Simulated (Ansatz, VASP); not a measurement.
Au: VASP beside Ansatz

The input INCAR:

```
SYSTEM = Au
PREC = Accurate
ENCUT = 520
EDIFF = 1E-8
ISMEAR = -1
SIGMA = 0.08
LREAL = .FALSE.
LASPH = .TRUE.
NELM = 100
ALGO = Normal
ISIF = 2
LWAVE = .FALSE.
LCHARG = .FALSE.
GGA = PE
LEFG = .TRUE.
NBANDS = 12
```

The input KPOINTS:

```
Automatic mesh
0
G
  14 14 14
  0 0 0
```

Contents of POSCAR:

```
Au
1.0
    0.0000000000      2.0040985960      2.0040985960
    2.0040985960      0.0000000000      2.0040985960
    2.0040985960      2.0040985960      0.0000000000
Au
1
Direct
    0.0000000000      0.0000000000      0.0000000000
```

Input for Ansatz:

```yaml
crystal:
  lattice:
    - [0.0, 2.004098596, 2.004098596]
    - [2.004098596, 0.0, 2.004098596]
    - [2.004098596, 2.004098596, 0.0]
  atoms:
    - { symbol: Au, position: [0.0, 0.0, 0.0] }
kpoints:
  mp_grid: { grid: [14, 14, 14] }
scf:
  occupations: { method: fermi_dirac, width: 0.08 }
hamiltonian:
  xc: pbe
  pseudopotentials: { kind: paw }
output:
  forces: true
  stress: true
  eigenvalues: true
  efg: { contact_densities: true }
  write_density: true
  write_potential: true
  elf: true
  volumetric_format: npy
```

Change from the starting cell: volume scaled by 0.9405, PAW files.

Alike in both runs: task electric field gradients; functional PBE; k mesh 14 × 14 × 14; occupations fermi-dirac, width 0.08 eV; no spin polarisation.

|  | VASP | Ansatz |
| --- | --- | --- |
| version | VASP 6.6.1 | Ansatz 0.2.0 |
| potentials or method | VASP PAW PBE potentials, release 64 (Au) | PAW with Ansatz's default frozen-core files, scalar-relativistic |
| plane-wave cutoff (eV) | 520 | 420 |
| valence electrons in the cell | 11 | 19 |

|  | VASP | Ansatz | Ansatz less VASP |
| --- | --- | --- | --- |
| pressure (GPa) | 20.9 | 21.3 | +0.39 |

With one functional, cell and mesh, what is left measures potentials, basis and numerics. VASP's potentials hold 11 valence electrons a cell and Ansatz's 19, so a difference there can come from the potentials and not from the codes.

Neither program's run includes spin-orbit coupling.
